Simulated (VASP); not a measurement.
# Ti3Al: single point with LDA

Ti3Al:

```
Ti Al
1.0
     2.77238    0.00000    0.00000
    -1.38619    2.40095    0.00000
     0.00000    0.00000    8.77116
Ti Al
3 1
Direct
  0.66667 0.33333 0.00000
  0.33333 0.66667 0.75152
  0.33333 0.66667 0.24848
  0.66667 0.33333 0.50000
```

- Program: VASP 6.6.1
- Task: single point
- Functional: LDA
- Potentials or basis: VASP PAW LDA potentials, release 64 (Ti_sv, Al)
- Cutoff: 520 eV
- k mesh: 18 × 18 × 6
- Occupations: gaussian, width 0.15 eV
- Spin: collinear spin
- Starting moments: [0.333, 0.333, 0.333, 0.0] μB
- Fixed moment: 1 μB
- Dipole correction: no
- Further INCAR settings: ALGO = Fast; EDIFF = 1e-06; NBANDS = 32

```
Pressure                                              : 13.4 GPa
Largest force                                         : 0.124 eV/Å
Net moment                                            : 1.00 μB per cell
Site moments                                          : Ti +0.21, +0.22 (each value once); Al +0.02 μB
Valence electrons inside the program's atomic spheres : Ti 10.52, 10.48 (each value once); Al 0.88
```

Forces in eV/Å, atoms in the order of the input:
```
Ti   0.000  0.000  0.000
Ti   0.000  0.000 -0.124
Ti   0.000  0.000  0.124
Al   0.000  0.000  0.000
```

Stress tensor (GPa, compression positive):
```
12.41  0.00  0.00
 0.00 12.41  0.00
 0.00  0.00 15.27
```

Wall time 33 min on 1 thread of Oxide Virtual Turin-like Processor, with other jobs on the host, peak memory 0.43 GiB.

Caveat: the cell stands under pressure; the total moment is fixed, so each spin has its own Fermi level.
